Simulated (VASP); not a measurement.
# NaCl (I4/mmm) in VASP: notebook, part 2 of 2

VASP 6.6.1. Earlier steps stand in the parts before.

## 4. Single point, PBE (strain +0.080 along x and y, -0.040 along z)

Input file INCAR:

```
PREC = Accurate
ENCUT = 520
EDIFF = 1E-6
ISMEAR = 0
SIGMA = 0.05
LREAL = F
LASPH = T
NELM = 80
ALGO = Normal
ISIF = 2
LWAVE = F
LCHARG = F
GGA = PE
NBANDS = 14
```

Input file KPOINTS:

```
Automatic mesh
0
Gamma
  8 8 8
```

Input file POSCAR:

```
NaCl
1.0
    0.0000000000      3.0582900000      2.7184800000
    3.0582900000      0.0000000000      2.7184800000
    3.0582900000      3.0582900000      0.0000000000
Na Cl
1 1
Direct
    0.0000000000      0.0000000000      0.0000000000
    0.5000000000      0.5000000000      0.5000000000
```

Potentials or basis: VASP PAW PBE potentials, release 64 (Na_pv, Cl).

The run is started by

```console
$ cat potpaw_PBE.64/Na_pv/POTCAR potpaw_PBE.64/Cl/POTCAR > POTCAR
$ mpirun -np 1 vasp_std > vasp.out
```

OUTCAR:

```text
PREC = Accurate
   ENCUT = 520
   EDIFF = 1E-6
   ISMEAR = 0
   LREAL = F
   LASPH = T
   NELM = 80
   ISIF = 2
   GGA = PE

 ion  position               nearest neighbor table
   1  0.000  0.000  0.000-   2 2.72   2 2.72
   2  0.500  0.500  0.500-   1 2.72   1 2.72

  LATTYP: Found a body centered tetragonal cell.
 ALAT       =     4.3250751957
 C/A-ratio  =     1.2570787221

  Lattice vectors:

 A1 = (   0.0000000000,  -3.0582900000,  -2.7184800000)
 A2 = (   0.0000000000,   3.0582900000,  -2.7184800000)
 A3 = (   3.0582900000,   0.0000000000,   2.7184800000)

Analysis of symmetry for initial positions (statically):
=====================================================================
 Subroutine PRICEL returns:
 Original cell was already a primitive cell.

 Routine SETGRP: Setting up the symmetry group for a
 body centered tetragonal supercell.

 Subroutine GETGRP returns: Found 16 space group operations
 (whereof 16 operations were pure point group operations)
 out of a pool of 16 trial point group operations.

The static configuration has the point symmetry D_4h.

Analysis of symmetry for dynamics (positions and initial velocities):
=====================================================================
 Subroutine PRICEL returns:
 Original cell was already a primitive cell.

 Routine SETGRP: Setting up the symmetry group for a
 body centered tetragonal supercell.

 Subroutine GETGRP returns: Found 16 space group operations
 (whereof 16 operations were pure point group operations)
 out of a pool of 16 trial point group operations.

The dynamic configuration has the point symmetry D_4h.

 Subroutine INISYM returns: Found 16 space group operations
 (whereof 16 operations are pure point group operations),
 and found     1 'primitive' translations

----------------------------------------------------------------------------------------

                                     Primitive cell

  volume of cell :      50.8526

[... 117 lines left out ...]
   LEPSILON=     F    determine dielectric tensor
   LRPA    =     F    only Hartree local field effects (RPA)
 non-spin polarized calculation
 Gauss-broadening in eV      SIGMA  =   0.05
  energy-cutoff  :      520.00
  volume of cell :       50.85
 maximum number of plane-waves:      1392
   NGX = 15   NGY = 15   NGZ = 17

 number of electron      14.0000001 magnetization

 Free energy of the ion-electron system (eV)
  ---------------------------------------------------
  ext. energy  EPLUGINS =         0.00000000
  ---------------------------------------------------
  free energy    TOTEN  =        -6.71518962 eV

  energy without entropy =       -6.71518962  energy(sigma->0) =       -6.71518962

 E-fermi :  -1.0701     XC(G=0):  -7.6255

 val. band max:       -1.3661592757   @ k =   0.0000   0.0000   0.0000
 cond. band min:       3.2811096966   @ k =   0.0000   0.0000   0.0000
 fundamental gap:      4.6472689723
 Fermi energy:        -1.0700849532

 k-point     1 :       0.0000    0.0000    0.0000
  band No.  band energies     occupation
      1     -22.4593      2.00000
      2     -22.4593      2.00000
      3     -22.4377      2.00000
      4     -13.8270      2.00000
      5      -1.5048      2.00000
      6      -1.3662      2.00000
      7      -1.3662      2.00000
      8       3.2811      0.00000
      9       9.3710      0.00000
     10       9.3710      0.00000
     11      10.1626      0.00000
     12      10.9036      0.00000
     13      12.1477      0.00000
     14      13.0756      0.00000
[... 377 lines left out ...]
      1     -22.4675      2.00000
      2     -22.4616      2.00000
      3     -22.4426      2.00000
      4     -13.6459      2.00000
      5      -2.6106      2.00000
      6      -1.6961      2.00000
      7      -1.6044      2.00000
      8       5.4950      0.00000
      9       7.9603      0.00000
     10       8.6570      0.00000
     11      10.1649      0.00000
     12      11.7043      0.00000
     13      12.9451      0.00000
     14      14.0439      0.00000

 [... further k-points ...]

------------------------ aborting loop because EDIFF is reached ----------------------------------------

  FORCE on cell =-STRESS in cart. coord.  units (eV):
  Direction    XX          YY          ZZ          XY          YZ          ZX
  --------------------------------------------------------------------------------------
  -------------------------------------------------------------------------------------
  Total       -0.7046169     -0.7046169      0.2881769      0.0000000      0.0000000     -0.0000000
  in kB      -22.1998575    -22.1998575      9.0793830      0.0000000      0.0000000     -0.0000000
  external PRESSURE =     -11.7734440 kB  Pullay stress =       0.0000000 kB

 VOLUME and BASIS-vectors are now :
 -----------------------------------------------------------------------------
  energy-cutoff  :      520.00
  volume of cell :       50.85
      direct lattice vectors                 reciprocal lattice vectors
     0.000000000  3.058290000  2.718480000    -0.163490055  0.163490055  0.183926312
     3.058290000  0.000000000  2.718480000     0.163490055 -0.163490055  0.183926312
     3.058290000  3.058290000  0.000000000     0.163490055  0.163490055 -0.183926312

 POSITION                                       TOTAL-FORCE (eV/Angst)
 -----------------------------------------------------------------------------------
      0.00000      0.00000      0.00000         0.000000      0.000000     -0.000000
      3.05829      3.05829      2.71848         0.000000      0.000000      0.000000
 -----------------------------------------------------------------------------------
    total drift:                                0.000000      0.000000      0.000000

  FREE ENERGIE OF THE ION-ELECTRON SYSTEM (eV)
  ---------------------------------------------------
  free  energy   TOTEN  =        -6.7151896242 eV

  energy  without entropy=       -6.7151896242  energy(sigma->0) =       -6.71518962
```

Wall time 36 s (1 thread of Intel Xeon 8259CL, shared host); peak memory 0.19 GiB.

What came out:

- Free energy: -6.7152 eV
- Pressure: -1.2 GPa
- Band gap on the k mesh: 4.65 eV

Stress tensor (GPa, compression positive):
```
-2.22  0.00  0.00
 0.00 -2.22  0.00
 0.00  0.00  0.91
```

Caveat: the cell differs from its parent crystal (strain +0.080 along x and y, -0.040 along z). A k mesh can miss the band edges.

## 5. The runs side by side

```tsv
cell	gap on the mesh (eV)	pressure (GPa)
a = 3.848, b = 3.848, c = 3.684 Å, angles 61.4, 61.4, 57.2°, 2 atoms	5.76	7.3
a = 4.017, b = 4.017, c = 3.684 Å, angles 62.7, 62.7, 54.6°, 2 atoms	5.42	5.2
a = 4.092, b = 4.092, c = 4.325 Å, angles 58.1, 58.1, 63.8°, 2 atoms	4.65	-1.2
```

Alike in all rows: task single point; level PBE; potentials or basis VASP PAW PBE potentials, release 64 (Na_pv, Cl); no spin polarisation; k mesh 8 × 8 × 8; cutoff (eV) 520; smearing gaussian 0.05 eV.

Caveats: the cell stands under pressure (at least some runs).

Absolute energies hang on the potentials; compare differences alone.
